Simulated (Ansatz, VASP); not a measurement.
**One calculation of Ge, two programs**

```
Ge
1.0
     0.01768    2.82877    2.82877
     2.82877    0.01768    2.82877
     2.84645    2.84645    0.00000
Ge
2
Direct
  0.50000 0.50000 0.50000
  0.75000 0.75000 0.75000
```

Change from the starting cell: strain +0.0125 x Voigt [0, 0, 0, 0, 0, 1], atoms carried along.

Alike in both runs: task single point; functional PBE; k mesh 14 × 14 × 14; occupations gaussian, width 0.15 eV; no spin polarisation.

|  | VASP | Ansatz |
| --- | --- | --- |
| version | VASP 6.6.1 | Ansatz 0.2.0 |
| potentials or method | VASP PAW PBE potentials, release 64 (Ge_d), cutoff 520 eV | scalar-relativistic, plane waves, PAW |
| valence electrons in the cell | 28 | 28 |

|  | VASP | Ansatz | Ansatz less VASP |
| --- | --- | --- | --- |
| gap on the k mesh at the Fermi level (eV) | none | none | - |
| pressure (GPa) | 3.6 | 3.7 | +0.06 |
| traceless stress, the component that is largest in VASP (GPa) | -1.08 | -1.08 | 0.000 |
| rms of the force components (eV/Å) | 0.067 | 0.067 | +0.0004 |

Atom by atom the forces differ by 0.000 eV/Å (rms over components). A gap of «none» marks a metal or a gap that the smearing closes.
